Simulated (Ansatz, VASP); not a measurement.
# One calculation of NaCl, two programs

POSCAR

```
NaCl
1.0
    0.0000000000      2.7940632177      2.7940632177
    2.7940632177      0.0000000000      2.7940632177
    2.7940632177      2.7940632177      0.0000000000
Cl Na
1 1
Direct
    0.5000000000      0.5000000000      0.5000000000
    0.0000000000      0.0000000000      0.0000000000
```

The input INCAR.step1:

```
ALGO = Normal ; EDIFF = 1E-4
ENCUT = 520 ; GGA = PE
ISMEAR = -1 ; LASPH = T
LCHARG = F ; LREAL = F
LWAVE = T ; NBANDS = 14
NELM = 60 ; PREC = Accurate
SIGMA = 0.05
```

Contents of INCAR.step2:

```
ALGO = Normal ; EDIFF = 1E-7
ENCUT = 520 ; ISIF = 2
ISMEAR = -1 ; ISTART = 1
LASPH = T ; LCHARG = F
LMIXTAU = T ; LREAL = F
LWAVE = F ; METAGGA = R2SCAN
NBANDS = 14 ; NELM = 60
PREC = Accurate ; SIGMA = 0.05
```

The input KPOINTS:

```
k-points
0
Gamma
  8 8 8
```

File input.yaml:

```yaml
crystal:
  lattice:
    - [0.0, 2.7940632177, 2.7940632177]
    - [2.7940632177, 0.0, 2.7940632177]
    - [2.7940632177, 2.7940632177, 0.0]
  atoms:
    - { symbol: Cl, position: [0.5, 0.5, 0.5] }
    - { symbol: Na, position: [0.0, 0.0, 0.0] }
hamiltonian:
  xc: r2scan
  pseudopotentials: { kind: paw }
kpoints:
  mp_grid: { grid: [8, 8, 8] }
  band_path:
    path:
      - [[0.0, 0.0, 0.0], [0.5, 0.0, 0.5], [0.5, 0.25, 0.75], [0.375, 0.375, 0.75], [0.0, 0.0, 0.0], [0.5, 0.5, 0.5], [0.625, 0.25, 0.625], [0.5, 0.25, 0.75], [0.5, 0.5, 0.5], [0.375, 0.375, 0.75]]
      - [[0.625, 0.25, 0.625], [0.5, 0.0, 0.5]]
    npoints: 14
scf:
  occupations: { method: fermi_dirac, width: 0.05 }
  n_extra_bands: 6
output:
  forces: true
  stress: true
  eigenvalues: true
  fatbands: true
```

Alike in both runs: functional r2SCAN; k mesh 8 × 8 × 8; occupations fermi-dirac, width 0.05 eV; no spin polarisation.

```csv
,VASP,Ansatz
version,VASP 6.6.1,Ansatz 0.2.0
potentials or method,"VASP PAW PBE potentials, release 64 (Cl, Na_pv)",Ansatz PAW
plane-wave cutoff (eV),520,500
valence electrons in the cell,14,16
task,single point,band structure
```

VASP gave:

```
gap on the k mesh at the Fermi level (eV) : 6.04
least direct gap on the mesh (eV)         : 6.04
pressure (GPa)                            : 0.1
```

Question: What did Ansatz give for the same quantities?

Answer: gap on the k mesh at the Fermi level (eV): 6.02; least direct gap on the mesh (eV): 6.02; pressure (GPa): 0.3.

VASP's potentials were made for PBE, not for r2SCAN. With one functional, cell and mesh, what is left measures potentials, basis and numerics. VASP's potentials hold 14 valence electrons a cell and Ansatz's 16, so a difference there can come from the potentials and not from the codes.
